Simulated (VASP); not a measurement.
# SrCaCl3 (P4mm) in VASP: single point with r2SCAN

Aim: the single point of SrCaCl3 with r2SCAN.

All numbers are computed with VASP 6.6.1; they aren't measurements. Logs are shortened: lines on timing, memory, paths and dates and some standing lists are left out, and cuts for length are marked.

### 1 The cell of the first run

It takes space group P4mm (No. 99, tetragonal). The conventional cell has a = 5.494 Å, b = 5.494 Å, c = 5.364 Å, α = 90.00°, β = 90.00°, γ = 90.00°. Sr (site symmetry 4mm) has 8 Cl at 2.98 to 4.01 Å and 4 Ca at 4.26 Å within 4.3 Å. Within 3.5 Å of Ca (site symmetry 4mm) lie 6 Cl at 2.63 to 2.81 Å. Within 3.5 Å of Cl (site symmetry 4mm) lie 2 Ca at 2.63 to 2.74 Å and 4 Cl at 3.49 Å. Within 3.7 Å of Cl (site symmetry 2mm) lie 2 Ca at 2.81 Å and 2 Sr at 2.98 Å and 2 Cl at 3.49 Å.

### 2 Single point, r2SCAN

Contents of POSCAR:

```
SrCaCl3
1.0
    5.4938652864      0.0000000000      0.0000000000
    0.0000000000      5.4938652864      0.0000000000
    0.0000000000      0.0000000000      5.3639185744
Sr Ca Cl
1 1 3
Direct
    0.0000000000      0.0000000000      0.1820856510
    0.5000000000      0.5000000000      0.5088381432
    0.5000000000      0.5000000000      0.9983864892
    0.0000000000      0.5000000000      0.3983448583
    0.5000000000      0.0000000000      0.3983448583
```

Contents of INCAR.step1:

```
SYSTEM = SrCaCl3
PREC = Accurate ; ENCUT = 520
ISMEAR = 1 ; SIGMA = 0.0117
LREAL = .False. ; LASPH = .True.
NELM = 60 ; NBANDS = 28
GGA = PE ; ALGO = Normal
EDIFF = 1E-4 ; LWAVE = .True.
LCHARG = .False.
```

Contents of INCAR.step2:

```
SYSTEM = SrCaCl3
PREC = Accurate ; ENCUT = 520
EDIFF = 1E-7 ; ISMEAR = 1
SIGMA = 0.0117 ; LREAL = .False.
LASPH = .True. ; NELM = 60
ALGO = Normal ; ISIF = 2
LWAVE = .False. ; LCHARG = .True.
METAGGA = R2SCAN ; LMIXTAU = .True.
LELF = .True. ; LVHAR = .True.
NBANDS = 28 ; ISTART = 1
```

Contents of KPOINTS:

```
regular mesh
0
Gamma
  6 6 6
  0 0 0
```

Potentials or basis: VASP PAW PBE potentials, release 64 (Sr_sv, Ca_sv, Cl).

Run with:

```console
$ cat potpaw_PBE.64/Sr_sv/POTCAR potpaw_PBE.64/Ca_sv/POTCAR potpaw_PBE.64/Cl/POTCAR > POTCAR
$ cp INCAR.step1 INCAR
$ mpirun -np 1 vasp_std > vasp.out
$ cp INCAR.step2 INCAR
$ mpirun -np 1 vasp_std > vasp.out
```

OUTCAR:

```text
SYSTEM = SrCaCl3
   PREC = Accurate
   ENCUT = 520
   EDIFF = 1E-7
   ISMEAR = 1
   LREAL = .False.
   LASPH = .True.
   NELM = 60
   ISIF = 2
   METAGGA = R2SCAN
   ISTART = 1

 ion  position               nearest neighbor table
   1  0.000  0.000  0.182-   4 2.98   5 2.98   4 2.98   5 2.98
   2  0.500  0.500  0.509-   3 2.63   3 2.74   5 2.81   4 2.81   5 2.81   4 2.81
   3  0.500  0.500  0.998-   2 2.63   2 2.74
   4  0.000  0.500  0.398-   2 2.81   2 2.81   1 2.98   1 2.98
   5  0.500  0.000  0.398-   2 2.81   2 2.81   1 2.98   1 2.98

  LATTYP: Found a simple tetragonal cell.
 ALAT       =     5.4938652864
 C/A-ratio  =     0.9763469424

  Lattice vectors:

 A1 = (   5.4938652864,   0.0000000000,   0.0000000000)
 A2 = (   0.0000000000,   5.4938652864,   0.0000000000)
 A3 = (   0.0000000000,   0.0000000000,   5.3639185744)

Analysis of symmetry for initial positions (statically):
=====================================================================
 Subroutine PRICEL returns:
 Original cell was already a primitive cell.

 Routine SETGRP: Setting up the symmetry group for a
 simple tetragonal supercell.

 Subroutine GETGRP returns: Found  8 space group operations
 (whereof  8 operations were pure point group operations)
 out of a pool of 16 trial point group operations.

The static configuration has the point symmetry C_4v.

Analysis of symmetry for dynamics (positions and initial velocities):
=====================================================================
 Subroutine PRICEL returns:
 Original cell was already a primitive cell.

 Routine SETGRP: Setting up the symmetry group for a
 simple tetragonal supercell.

 Subroutine GETGRP returns: Found  8 space group operations
 (whereof  8 operations were pure point group operations)
 out of a pool of 16 trial point group operations.

The dynamic configuration has the point symmetry C_4v.

 Subroutine INISYM returns: Found  8 space group operations
 (whereof  8 operations are pure point group operations),
 and found     1 'primitive' translations

----------------------------------------------------------------------------------------

                                     Primitive cell

  volume of cell :     161.8968

  direct lattice vectors                    reciprocal lattice vectors
     5.493865286  0.000000000  0.000000000     0.182021209  0.000000000  0.000000000
     0.000000000  5.493865286  0.000000000     0.000000000  0.182021209  0.000000000
     0.000000000  0.000000000  5.363918574     0.000000000  0.000000000  0.186430869

  length of vectors
     5.493865286  5.493865286  5.363918574     0.182021209  0.182021209  0.186430869

  position of ions in fractional coordinates (direct lattice)
     0.000000000  0.000000000  0.182085651
     0.500000000  0.500000000  0.508838143
     0.500000000  0.500000000  0.998386489
     0.000000000  0.500000000  0.398344858
     0.500000000  0.000000000  0.398344858

  ion indices of the primitive-cell ions
   primitive index   ion index
                 1           1
                 2           2
                 3           3
                 4           4
                 5           5

----------------------------------------------------------------------------------------

 KPOINTS: regular mesh

Automatic generation of k-mesh.
 Grid dimensions read from file:
 generate k-points for:    6    6    6

 Generating k-lattice:

  Cartesian coordinates                     Fractional coordinates (reciprocal lattice)
     0.030336868  0.000000000  0.000000000     0.166666667  0.000000000  0.000000000
     0.000000000  0.030336868  0.000000000     0.000000000  0.166666667  0.000000000
     0.000000000  0.000000000  0.031071811     0.000000000  0.000000000  0.166666667

  Length of vectors
     0.030336868  0.030336868  0.031071811

  Shift w.r.t. Gamma in fractional coordinates (k-lattice)
     0.000000000  0.000000000  0.000000000

 Subroutine IBZKPT returns following result:
 ===========================================

 Found     40 irreducible k-points:

 Following reciprocal coordinates:
            Coordinates               Weight
  0.000000  0.000000  0.000000      1.000000
  0.166667  0.000000  0.000000      4.000000
  0.333333  0.000000  0.000000      4.000000
  0.500000  0.000000  0.000000      2.000000
  0.166667  0.166667  0.000000      4.000000
  0.333333  0.166667  0.000000      8.000000
[... 16 lines left out ...]
  0.333333  0.000000  0.333333      8.000000
  0.500000  0.000000  0.333333      4.000000
 [... further k-points ...]
   k-points           NKPTS =     40   k-points in BZ     NKDIM =     40   number of bands    NBANDS=     28
   number of dos      NEDOS =    301   number of ions     NIONS =      5
   total plane-waves  NPLWV =  70560
   dimension x,y,z NGX =    42 NGY =   42 NGZ =   40
   dimension x,y,z NGXF=    84 NGYF=   84 NGZF=   80
   ions per type =               1   1   3
   NGX,Y,Z   is equivalent  to a cutoff of  12.71, 12.71, 12.40 a.u.
   NGXF,Y,Z  is equivalent  to a cutoff of  25.42, 25.42, 24.79 a.u.
 SYSTEM =  SrCaCl3
   PREC   = accura    normal or accurate (medium, high low for compatibility)
   ISTART =      1    job   : 0-new  1-cont  2-samecut
   ICHARG =      0    charge: 1-file 2-atom 10-const
   ISPIN  =      1    spin polarized calculation?
   LNONCOLLINEAR =      F non collinear calculations
   LSORBIT =      F    spin-orbit coupling
   LASPH  =      T    aspherical Exc in radial PAW
   ENCUT  =  520.0 eV  38.22 Ry    6.18 a.u.  10.21 10.21  9.97*2*pi/ulx,y,z
   NELM   =     60;   NELMIN=  2; NELMDL=  0     # of ELM steps
   EDIFF  = 0.1E-06   stopping-criterion for ELM
   LREAL  =      F    real-space projection
   EDIFFG = 0.1E-05   stopping-criterion for IOM
   NSW    =      0    number of steps for IOM
   IBRION =     -1    ionic relax: 0-MD 1-quasi-New 2-CG
   NFREE  =      0    steps in history (QN), initial steepest desc. (CG)
   ISIF   =      2    stress and relaxation
   ISYM   =      2    0-nonsym 1-usesym 2-fastsym
   POTIM  = 0.5000    time-step for ionic-motion
   TEBEG  =    0.0;   TEEND  =   0.0 temperature during run
   PSTRESS=    0.0 pullay stress
   NELECT =      41.0000    total number of electrons
   NUPDOWN=      -1.0000    fix difference up-down
   EMIN   =  10.00;   EMAX   =-10.00  energy-range for DOS
   EFERMI =   0.00;   METHOD = LEGACY
   ISMEAR =     1;   SIGMA  =   0.01  broadening in eV -4-tet -1-fermi 0-gaus
   EFERMI_NEDOS =   21; number of points for ismear=-14 and -15
   IALGO  =     38    algorithm
   IMIX   =      4    mixing-type and parameters
     AMIX     =   0.40;   BMIX     =  1.00
     AMIX_MAG =   1.60;   BMIX_MAG =  1.00
  volume/ion in A,a.u.               =      32.38       218.51
  Fermi-wavevector in a.u.,A,eV,Ry     =   1.035754  1.957292 14.596151  1.072787
  Thomas-Fermi vector in A             =   2.170113
   LORBIT       =      0    0 simple, 1 ext, 2 COOP (PROOUT), +10 PAW based schemes
   METAGGA = R2SCAN    functional components
   LHFCALC =     F    Hartree Fock is set to
   AEXX    =    0.0000 exact exchange contribution
   IVDW    =     0    specifies the selected vdW correction
   LEPSILON=     F    determine dielectric tensor
   LRPA    =     F    only Hartree local field effects (RPA)
 non-spin polarized calculation
 Methfessel and Paxton  Order N= 1 SIGMA  =   0.01
  energy-cutoff  :      520.00
  volume of cell :      161.90
 maximum number of plane-waves:      4384
 NGX is ok and might be reduce to    42
   NGX = 21   NGY = 21   NGZ = 19

 number of electron      40.9999995 magnetization

 Free energy of the ion-electron system (eV)
  ---------------------------------------------------
  ext. energy  EPLUGINS =         0.00000000
  ---------------------------------------------------
  free energy    TOTEN  =       -51.43613992 eV

  energy without entropy =      -51.43606782  energy(sigma->0) =      -51.43611588

 E-fermi :   4.2538     XC(G=0):  -8.1959

 val. band max:        4.2358950887   @ k =   0.0000   0.0000   0.3333
 cond. band min:       4.2555426254   @ k =   0.1667   0.0000   0.3333
 fundamental gap:      0.0196475367
 Fermi energy:         4.2537702751

 k-point     1 :       0.0000    0.0000    0.0000
  band No.  band energies     occupation
      1     -41.1782      2.00000
      2     -35.1982      2.00000
      3     -21.3425      2.00000
      4     -21.3425      2.00000
      5     -21.3115      2.00000
      6     -16.6211      2.00000
[... 20 lines left out ...]
     27       6.4598      0.00000
     28       6.5114      0.00000

 k-point     2 :       0.1667    0.0000    0.0000
  band No.  band energies     occupation
      1     -41.1782      2.00000
      2     -35.1981      2.00000
      3     -21.3487      2.00000
      4     -21.3425      2.00000
      5     -21.3111      2.00000
      6     -16.6778      2.00000
[... 20 lines left out ...]
     27       6.4302      0.00000
     28       6.6224      0.00000

 k-point     3 :       0.3333    0.0000    0.0000
  band No.  band energies     occupation
      1     -41.1781      2.00000
      2     -35.1980      2.00000
      3     -21.3608      2.00000
      4     -21.3423      2.00000
      5     -21.3105      2.00000
      6     -16.7591      2.00000
[... 20 lines left out ...]
     27       6.4472      0.00000
     28       6.6027      0.00000

 k-point     4 :       0.5000    0.0000    0.0000
  band No.  band energies     occupation
      1     -41.1781      2.00000
      2     -35.1979      2.00000
      3     -21.3667      2.00000
      4     -21.3422      2.00000
      5     -21.3103      2.00000
      6     -16.7944      2.00000
[... 578 lines left out ...]
     27       6.5067      0.00000
     28       6.6981      0.00000

 k-point    23 :       0.3333    0.0000    0.3333
  band No.  band energies     occupation
      1     -41.1779      2.00000
      2     -35.1979      2.00000
      3     -21.3605      2.00000
      4     -21.3420      2.00000
      5     -21.3398      2.00000
      6     -16.7561      2.00000
[... 20 lines left out ...]
     27       6.3294      0.00000
     28       6.6468      0.00000

 k-point    24 :       0.5000    0.0000    0.3333
  band No.  band energies     occupation
      1     -41.1779      2.00000
      2     -35.1978      2.00000
      3     -21.3663      2.00000
      4     -21.3419      2.00000
      5     -21.3397      2.00000
      6     -16.7904      2.00000
[... 20 lines left out ...]
     27       6.5201      0.00000
     28       6.6896      0.00000

 [... further k-points ...]

------------------------ aborting loop because EDIFF is reached ----------------------------------------

  FORCE on cell =-STRESS in cart. coord.  units (eV):
  Direction    XX          YY          ZZ          XY          YZ          ZX
  --------------------------------------------------------------------------------------
  -------------------------------------------------------------------------------------
  Total        0.0897202      0.0897202      0.0807041      0.0000000      0.0000000      0.0000000
  in kB        0.8878975      0.8878975      0.7986716      0.0000000      0.0000000      0.0000000
  external PRESSURE =       0.8581555 kB  Pullay stress =       0.0000000 kB

 VOLUME and BASIS-vectors are now :
 -----------------------------------------------------------------------------
  energy-cutoff  :      520.00
  volume of cell :      161.90
      direct lattice vectors                 reciprocal lattice vectors
     5.493865286  0.000000000  0.000000000     0.182021209  0.000000000  0.000000000
     0.000000000  5.493865286  0.000000000     0.000000000  0.182021209  0.000000000
     0.000000000  0.000000000  5.363918574     0.000000000  0.000000000  0.186430869

 POSITION                                       TOTAL-FORCE (eV/Angst)
 -----------------------------------------------------------------------------------
      0.00000      0.00000      0.97669         0.000000     -0.000000     -0.011605
      2.74693      2.74693      2.72937        -0.000000     -0.000000     -0.001211
      2.74693      2.74693      5.35526         0.000000      0.000000      0.014740
      0.00000      2.74693      2.13669         0.000000     -0.000000     -0.000962
      2.74693      0.00000      2.13669         0.000000     -0.000000     -0.000962
 -----------------------------------------------------------------------------------
    total drift:                                0.000000     -0.000000      0.008609

  FREE ENERGIE OF THE ION-ELECTRON SYSTEM (eV)
  ---------------------------------------------------
  free  energy   TOTEN  =       -51.4361399153 eV

  energy  without entropy=      -51.4360678236  energy(sigma->0) =      -51.43611588
```

It took 16 min on 1 thread of Intel Xeon 8259CL, shared host; peak memory 0.41 GiB.

Results:

* Free energy: -51.4361 eV
* Pressure: 0.1 GPa
* Largest force: 0.015 eV/Å
* Band gap on the k mesh: zero (an odd number of electrons rules out a gap without spin polarisation)

Forces in eV/Å, atoms in the order of the input:
```
Sr   0.000  0.000 -0.012
Ca   0.000  0.000 -0.001
Cl   0.000  0.000  0.015
Cl   0.000  0.000 -0.001
Cl   0.000  0.000 -0.001
```

Levels at points of the mesh, in eV from the Fermi level:
| k point | band 17 | band 18 | band 19 | band 20 | band 21 | band 22 | band 23 | band 24 |
| --- | --- | --- | --- | --- | --- | --- | --- | --- |
| (0.00, 0.00, 0.00) | -6.69 | -6.14 | -5.81 | -5.81 | -1.14 | -0.15 | 1.04 | 1.04 |
| (0.50, 0.00, 0.00) | -6.98 | -6.15 | -5.96 | -5.80 | -0.38 | 0.79 | 1.01 | 1.24 |
| (0.50, 0.50, 0.00) | -6.83 | -6.43 | -6.00 | -6.00 | -0.04 | 0.89 | 0.89 | 1.78 |
| (0.00, 0.00, 0.50) | -6.80 | -6.80 | -5.99 | -5.99 | 0.03 | 0.61 | 1.33 | 1.89 |
| (0.50, 0.00, 0.50) | -7.00 | -6.69 | -5.99 | -5.62 | 0.78 | 1.18 | 1.24 | 1.83 |
| (0.50, 0.50, 0.50) | -6.82 | -6.82 | -5.62 | -5.62 | 0.18 | 1.29 | 1.29 | 1.46 |

Caveat: the PAW data sets were made with another functional, which shifts forces and pressure a little; an odd number of electrons without spin polarisation forces a metal; a magnetic or distorted state may lie lower.
